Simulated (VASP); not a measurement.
# GaP (F-43m) in VASP: a series of runs

The runs below take GaP through electric field gradients, with PBEsol.

All numbers are computed with VASP 6.6.1; they aren't measurements. Logs are shortened: lines on timing, memory, paths and dates and some standing lists are left out, and cuts for length are marked.

**1. The cell of the first run**

Symmetry: F-43m, No. 216, cubic system. The conventional cell has a = 5.487 Å, b = 5.487 Å, c = 5.487 Å, α = 90.00°, β = 90.00°, γ = 90.00°. Within 3.1 Å of Ga (site symmetry -43m) lie 4 P at 2.38 Å. Within 3.1 Å of P (site symmetry -43m) lie 4 Ga at 2.38 Å.

**2. Electric field gradients, PBEsol (volume scaled by 1.02)**

INCAR

```
ALGO = Normal
EDIFF = 1E-8
ENCUT = 520
GGA = PS
ISIF = 2
ISMEAR = -1
LASPH = T
LCHARG = F
LEFG = T
LREAL = F
LWAVE = F
NBANDS = 16
NELM = 100
PREC = Accurate
SIGMA = 0.08
```

KPOINTS

```
k-points
0
Gamma
  12 12 12
```

POSCAR

```
GaP
1.0
    0.0000000000      2.7432985392      2.7432985392
    2.7432985392      0.0000000000      2.7432985392
    2.7432985392      2.7432985392      0.0000000000
Ga P
1 1
Direct
    0.0000000000      0.0000000000      0.0000000000
    0.7500000000      0.7500000000      0.7500000000
```

Potentials or basis: VASP PAW PBE potentials, release 64 (Ga_d, P).

Command:

```bash
$ cat potpaw_PBE.64/Ga_d/POTCAR potpaw_PBE.64/P/POTCAR > POTCAR
$ mpirun -np 1 vasp_std > vasp.out
```

OUTCAR:

```text
EDIFF = 1E-8
   ENCUT = 520
   GGA = PS
   ISIF = 2
   ISMEAR = -1
   LASPH = T
   LREAL = F
   NELM = 100
   PREC = Accurate

 ion  position               nearest neighbor table
   1  0.000  0.000  0.000-   2 2.38   2 2.38   2 2.38   2 2.38
   2  0.750  0.750  0.750-   1 2.38   1 2.38   1 2.38   1 2.38

  LATTYP: Found a face centered cubic cell.
 ALAT       =     5.4865970784

  Lattice vectors:

 A1 = (   0.0000000000,   2.7432985392,   2.7432985392)
 A2 = (   2.7432985392,   0.0000000000,   2.7432985392)
 A3 = (   2.7432985392,   2.7432985392,   0.0000000000)

Analysis of symmetry for initial positions (statically):
[... 5 lines left out ...]
 face centered cubic supercell.

 Subroutine GETGRP returns: Found 24 space group operations
 (whereof 24 operations were pure point group operations)
 out of a pool of 48 trial point group operations.

The static configuration has the point symmetry T_d .

Analysis of symmetry for dynamics (positions and initial velocities):
[... 5 lines left out ...]
 face centered cubic supercell.

 Subroutine GETGRP returns: Found 24 space group operations
 (whereof 24 operations were pure point group operations)
 out of a pool of 48 trial point group operations.

The dynamic configuration has the point symmetry T_d .

 Subroutine INISYM returns: Found 24 space group operations
 (whereof 24 operations are pure point group operations),
 and found     1 'primitive' translations

----------------------------------------------------------------------------------------

                                     Primitive cell

  volume of cell :      41.2904

  direct lattice vectors                    reciprocal lattice vectors
     0.000000000  2.743298539  2.743298539    -0.182262336  0.182262336  0.182262336
     2.743298539  0.000000000  2.743298539     0.182262336 -0.182262336  0.182262336
     2.743298539  2.743298539  0.000000000     0.182262336  0.182262336 -0.182262336

  length of vectors
     3.879610000  3.879610000  3.879610000     0.315687626  0.315687626  0.315687626

  position of ions in fractional coordinates (direct lattice)
     0.000000000  0.000000000  0.000000000
     0.750000000  0.750000000  0.750000000

  ion indices of the primitive-cell ions
   primitive index   ion index
                 1           1
                 2           2

----------------------------------------------------------------------------------------

 KPOINTS: k-points

Automatic generation of k-mesh.
 Grid dimensions read from file:
 generate k-points for:   12   12   12

 Generating k-lattice:

  Cartesian coordinates                     Fractional coordinates (reciprocal lattice)
    -0.015188528  0.015188528  0.015188528     0.083333333  0.000000000  0.000000000
     0.015188528 -0.015188528  0.015188528     0.000000000  0.083333333  0.000000000
     0.015188528  0.015188528 -0.015188528     0.000000000  0.000000000  0.083333333

  Length of vectors
     0.026307302  0.026307302  0.026307302

  Shift w.r.t. Gamma in fractional coordinates (k-lattice)
     0.000000000  0.000000000  0.000000000

 Subroutine IBZKPT returns following result:
 ===========================================

 Found     72 irreducible k-points:

 Following reciprocal coordinates:
            Coordinates               Weight
  0.000000  0.000000  0.000000      1.000000
  0.083333  0.000000  0.000000      8.000000
  0.166667  0.000000  0.000000      8.000000
  0.250000  0.000000  0.000000      8.000000
  0.333333  0.000000  0.000000      8.000000
  0.416667  0.000000  0.000000      8.000000
[... 16 lines left out ...]
  0.500000  0.166667  0.000000     24.000000
 -0.416667  0.166667  0.000000     24.000000
 [... further k-points ...]
   k-points           NKPTS =     72   k-points in BZ     NKDIM =     72   number of bands    NBANDS=     16
   number of dos      NEDOS =    301   number of ions     NIONS =      2
   total plane-waves  NPLWV =  27000
   dimension x,y,z NGX =    30 NGY =   30 NGZ =   30
   dimension x,y,z NGXF=    60 NGYF=   60 NGZF=   60
   ions per type =               1   1
   NGX,Y,Z   is equivalent  to a cutoff of  12.86, 12.86, 12.86 a.u.
   NGXF,Y,Z  is equivalent  to a cutoff of  25.71, 25.71, 25.71 a.u.
 SYSTEM =  unknown system
   PREC   = accura    normal or accurate (medium, high low for compatibility)
   ISTART =      0    job   : 0-new  1-cont  2-samecut
   ICHARG =      2    charge: 1-file 2-atom 10-const
   ISPIN  =      1    spin polarized calculation?
   LNONCOLLINEAR =      F non collinear calculations
   LSORBIT =      F    spin-orbit coupling
   LASPH  =      T    aspherical Exc in radial PAW
   ENCUT  =  520.0 eV  38.22 Ry    6.18 a.u.   7.21  7.21  7.21*2*pi/ulx,y,z
   NELM   =    100;   NELMIN=  2; NELMDL= -5     # of ELM steps
   EDIFF  = 0.1E-07   stopping-criterion for ELM
   LREAL  =      F    real-space projection
   EDIFFG = 0.1E-06   stopping-criterion for IOM
   NSW    =      0    number of steps for IOM
   IBRION =     -1    ionic relax: 0-MD 1-quasi-New 2-CG
   NFREE  =      0    steps in history (QN), initial steepest desc. (CG)
   ISIF   =      2    stress and relaxation
   ISYM   =      2    0-nonsym 1-usesym 2-fastsym
   POTIM  = 0.5000    time-step for ionic-motion
   TEBEG  =    0.0;   TEEND  =   0.0 temperature during run
   PSTRESS=    0.0 pullay stress
   NELECT =      18.0000    total number of electrons
   NUPDOWN=      -1.0000    fix difference up-down
   EMIN   =  10.00;   EMAX   =-10.00  energy-range for DOS
   EFERMI =   0.00;   METHOD = LEGACY
   ISMEAR =    -1;   SIGMA  =   0.08  broadening in eV -4-tet -1-fermi 0-gaus
   EFERMI_NEDOS =   21; number of points for ismear=-14 and -15
   IALGO  =     38    algorithm
   IMIX   =      4    mixing-type and parameters
     AMIX     =   0.40;   BMIX     =  1.00
     AMIX_MAG =   1.60;   BMIX_MAG =  1.00
  volume/ion in A,a.u.               =      20.65       139.32
  Fermi-wavevector in a.u.,A,eV,Ry     =   1.241317  2.345748 20.964770  1.540867
  Thomas-Fermi vector in A             =   2.375720
   LORBIT       =      0    0 simple, 1 ext, 2 COOP (PROOUT), +10 PAW based schemes
   GGA     = PS    functional components
   LHFCALC =     F    Hartree Fock is set to
   AEXX    =    0.0000 exact exchange contribution
   IVDW    =     0    specifies the selected vdW correction
   LEPSILON=     F    determine dielectric tensor
   LRPA    =     F    only Hartree local field effects (RPA)
 non-spin polarized calculation
  energy-cutoff  :      520.00
  volume of cell :       41.29
 maximum number of plane-waves:      1139
 NGX is ok and might be reduce to    30
   NGX = 15   NGY = 15   NGZ = 15

 number of electron      17.9999997 magnetization

 Free energy of the ion-electron system (eV)
  ---------------------------------------------------
  ext. energy  EPLUGINS =         0.00000000
  ---------------------------------------------------
  free energy    TOTEN  =        -9.91620764 eV

  energy without entropy =       -9.91620509  energy(sigma->0) =       -9.91620637

 E-fermi :   5.0982     XC(G=0):  -9.9324

 val. band max:        4.3668224758   @ k =   0.0000   0.0000   0.0000
 cond. band min:       5.8697809615   @ k =   0.4167   0.4167   0.0000
 fundamental gap:      1.5029584857
 Fermi energy:         5.0982218989

 k-point     1 :       0.0000    0.0000    0.0000
  band No.  band energies     occupation
      1     -10.1388      2.00000
      2     -10.1388      2.00000
      3     -10.1388      2.00000
      4     -10.0440      2.00000
      5     -10.0440      2.00000
      6      -8.0088      2.00000
[... 8 lines left out ...]
     15      14.1103      0.00000
     16      14.1103      0.00000

 k-point     2 :       0.0833    0.0000    0.0000
  band No.  band energies     occupation
      1     -10.1447      2.00000
      2     -10.1368      2.00000
      3     -10.1368      2.00000
      4     -10.0441      2.00000
      5     -10.0441      2.00000
      6      -7.9200      2.00000
[... 8 lines left out ...]
     15      13.7360      0.00000
     16      13.7360      0.00000

 k-point     3 :       0.1667    0.0000    0.0000
  band No.  band energies     occupation
      1     -10.1599      2.00000
      2     -10.1314      2.00000
      3     -10.1314      2.00000
      4     -10.0439      2.00000
      5     -10.0439      2.00000
      6      -7.6596      2.00000
[... 8 lines left out ...]
     15      13.2635      0.00000
     16      14.1279      0.00000

 k-point     4 :       0.2500    0.0000    0.0000
  band No.  band energies     occupation
      1     -10.1794      2.00000
      2     -10.1249      2.00000
      3     -10.1249      2.00000
      4     -10.0428      2.00000
      5     -10.0428      2.00000
      6      -7.2476      2.00000
[... 8 lines left out ...]
     15      13.2691      0.00000
     16      14.0257      0.00000

 k-point     5 :       0.3333    0.0000    0.0000
  band No.  band energies     occupation
      1     -10.1976      2.00000
      2     -10.1195      2.00000
      3     -10.1195      2.00000
      4     -10.0406      2.00000
      5     -10.0406      2.00000
      6      -6.7303      2.00000
[... 8 lines left out ...]
     15      13.9237      0.00000
     16      13.9237      0.00000

 k-point     6 :       0.4167    0.0000    0.0000
  band No.  band energies     occupation
      1     -10.2103      2.00000
      2     -10.1163      2.00000
      3     -10.1163      2.00000
      4     -10.0382      2.00000
      5     -10.0382      2.00000
      6      -6.2225      2.00000
[... 8 lines left out ...]
     15      15.0547      0.00000
     16      15.0547      0.00000
[... 267 lines left out ...]
 k-point    21 :       0.3333    0.1667    0.0000
  band No.  band energies     occupation
      1     -10.2016      2.00000
      2     -10.1135      2.00000
      3     -10.1103      2.00000
      4     -10.0544      2.00000
      5     -10.0347      2.00000
      6      -6.7954      2.00000
[... 8 lines left out ...]
     15      15.0292      0.00000
     16      15.7673      0.00000

 k-point    22 :       0.4167    0.1667    0.0000
  band No.  band energies     occupation
      1     -10.2124      2.00000
      2     -10.1112      2.00000
      3     -10.1062      2.00000
      4     -10.0521      2.00000
      5     -10.0338      2.00000
      6      -6.2791      2.00000
[... 8 lines left out ...]
     15      15.7058      0.00000
     16      15.8535      0.00000

 k-point    23 :       0.5000    0.1667    0.0000
  band No.  band energies     occupation
      1     -10.2181      2.00000
      2     -10.1107      2.00000
      3     -10.1048      2.00000
      4     -10.0479      2.00000
      5     -10.0349      2.00000
      6      -5.8433      2.00000
[... 8 lines left out ...]
     15      15.9830      0.00000
     16      16.4000      0.00000

 k-point    24 :      -0.4167    0.1667    0.0000
  band No.  band energies     occupation
      1     -10.2177      2.00000
      2     -10.1112      2.00000
      3     -10.1058      2.00000
      4     -10.0437      2.00000
      5     -10.0384      2.00000
      6      -5.7685      2.00000
[... 8 lines left out ...]
     15      14.6248      0.00000
     16      16.1310      0.00000

 [... further k-points ...]
[... 5 lines left out ...]
  --------------------------------------------------------------------------------------
  -------------------------------------------------------------------------------------
  Total       -0.5555342     -0.5555342     -0.5555342      0.0000000      0.0000000     -0.0000000
  in kB      -21.5561990    -21.5561990    -21.5561990      0.0000000      0.0000000     -0.0000000
  external PRESSURE =     -21.5561990 kB  Pullay stress =       0.0000000 kB

 VOLUME and BASIS-vectors are now :
 -----------------------------------------------------------------------------
  energy-cutoff  :      520.00
  volume of cell :       41.29
      direct lattice vectors                 reciprocal lattice vectors
     0.000000000  2.743298539  2.743298539    -0.182262336  0.182262336  0.182262336
     2.743298539  0.000000000  2.743298539     0.182262336 -0.182262336  0.182262336
     2.743298539  2.743298539  0.000000000     0.182262336  0.182262336 -0.182262336

 POSITION                                       TOTAL-FORCE (eV/Angst)
 -----------------------------------------------------------------------------------
      0.00000      0.00000      0.00000        -0.000000     -0.000000     -0.000000
      4.11495      4.11495      4.11495         0.000000      0.000000      0.000000
 -----------------------------------------------------------------------------------
    total drift:                               -0.000000     -0.000000     -0.000000

  FREE ENERGIE OF THE ION-ELECTRON SYSTEM (eV)
  ---------------------------------------------------
  free  energy   TOTEN  =        -9.9162076379 eV

  energy  without entropy=       -9.9162050942  energy(sigma->0) =       -9.91620637

 Electric field gradients (V/A^2)
---------------------------------------------------------------------
 ion       V_xx      V_yy      V_zz      V_xy      V_xz      V_yz
---------------------------------------------------------------------
   1      -0.000    -0.000     0.000    -0.002    -0.002    -0.002
   2       0.000     0.000    -0.000    -0.000    -0.000    -0.000
---------------------------------------------------------------------

 Electric field gradients after diagonalization (V/A^2)
 (convention: |V_zz| > |V_xx| > |V_yy|)
----------------------------------------------------------------------
 ion       V_xx      V_yy      V_zz     asymmetry (V_yy - V_xx)/ V_zz
----------------------------------------------------------------------
   1       0.002     0.002    -0.004       0.000
   2       0.000     0.000    -0.000       0.000
----------------------------------------------------------------------

           NMR quadrupolar parameters

 Cq : quadrupolar parameter    Cq=e*Q*V_zz/h
 eta: asymmetry parameters     (V_yy - V_xx)/ V_zz
 Q  : nuclear electric quadrupole moment in mb (millibarn)
----------------------------------------------------------------------
 ion       Cq(MHz)       eta       Q (mb)
----------------------------------------------------------------------
   1      -0.000       0.000       1.000
   2      -0.000       0.000       1.000
----------------------------------------------------------------------
```

It took 28 s on 1 thread of AMD EPYC 9R45 (Zen 5), shared host; peak memory 0.16 GiB.

Results:

```yaml
Free_energy: -9.9162 eV
Pressure: -2.2 GPa
Band_gap_on_the_k_mesh: 1.50 eV, indirect (least direct gap 1.59 eV)
```

Caveat: without QUAD_EFG the Cq values of the log hold for a quadrupole moment of 1 mb, not for the nuclei; the PAW data sets were made with another functional, which shifts forces and pressure a little. A k mesh can miss the band edges.

**3. Electric field gradients, PBEsol (volume scaled by 1.02)**

INCAR

```
SYSTEM = GaP
PREC = Accurate ; ENCUT = 520
EDIFF = 1E-8 ; ISMEAR = -1
SIGMA = 0.08 ; LREAL = .False.
LASPH = .True. ; NELM = 60
ALGO = Normal ; ISIF = 2
LWAVE = .False. ; LCHARG = .False.
GGA = PS ; LEFG = .True.
NBANDS = 16
```

KPOINTS

```
regular mesh
0
Gamma
  12 12 12
  0 0 0
```

POSCAR is that of step 2.

Potentials or basis: VASP PAW PBE potentials, release 64 (Ga_d, P).

Command:

```bash
$ cat potpaw_PBE.64/Ga_d/POTCAR potpaw_PBE.64/P/POTCAR > POTCAR
$ mpirun -np 1 vasp_std > vasp.out
```

OUTCAR:

```text
SYSTEM = GaP
   PREC = Accurate
   ENCUT = 520
   EDIFF = 1E-8
   ISMEAR = -1
   LREAL = .False.
   LASPH = .True.
   NELM = 60
   ISIF = 2
   GGA = PS

 ion  position               nearest neighbor table
   1  0.000  0.000  0.000-   2 2.38   2 2.38   2 2.38   2 2.38
   2  0.750  0.750  0.750-   1 2.38   1 2.38   1 2.38   1 2.38

  LATTYP: Found a face centered cubic cell.
 ALAT       =     5.4865970784

  Lattice vectors:

 A1 = (   0.0000000000,   2.7432985392,   2.7432985392)
 A2 = (   2.7432985392,   0.0000000000,   2.7432985392)
[... 668 lines left out ...]
  ---------------------------------------------------
  free  energy   TOTEN  =        -9.9162076379 eV

  energy  without entropy=       -9.9162050942  energy(sigma->0) =       -9.91620637

 Electric field gradients (V/A^2)
---------------------------------------------------------------------
 ion       V_xx      V_yy      V_zz      V_xy      V_xz      V_yz
---------------------------------------------------------------------
   1      -0.000    -0.000     0.000    -0.002    -0.002    -0.002
   2       0.000     0.000    -0.000    -0.000    -0.000    -0.000
---------------------------------------------------------------------

 Electric field gradients after diagonalization (V/A^2)
 (convention: |V_zz| > |V_xx| > |V_yy|)
----------------------------------------------------------------------
 ion       V_xx      V_yy      V_zz     asymmetry (V_yy - V_xx)/ V_zz
----------------------------------------------------------------------
   1       0.002     0.002    -0.004       0.000
   2       0.000     0.000    -0.000       0.000
----------------------------------------------------------------------

           NMR quadrupolar parameters

 Cq : quadrupolar parameter    Cq=e*Q*V_zz/h
 eta: asymmetry parameters     (V_yy - V_xx)/ V_zz
 Q  : nuclear electric quadrupole moment in mb (millibarn)
----------------------------------------------------------------------
 ion       Cq(MHz)       eta       Q (mb)
----------------------------------------------------------------------
   1      -0.000       0.000       1.000
   2      -0.000       0.000       1.000
----------------------------------------------------------------------
```

Run time: 28 s. Hardware: 1 thread of AMD EPYC 9R45 (Zen 5), shared host; peak memory 0.16 GiB.

Results:

* Free energy: -9.9162 eV
* Pressure: -2.2 GPa
* Band gap on the k mesh: 1.50 eV, indirect (least direct gap 1.59 eV)

Caveat: without QUAD_EFG the Cq values of the log hold for a quadrupole moment of 1 mb, not for the nuclei; the PAW data sets were made with another functional, which shifts forces and pressure a little. A k mesh can miss the band edges.
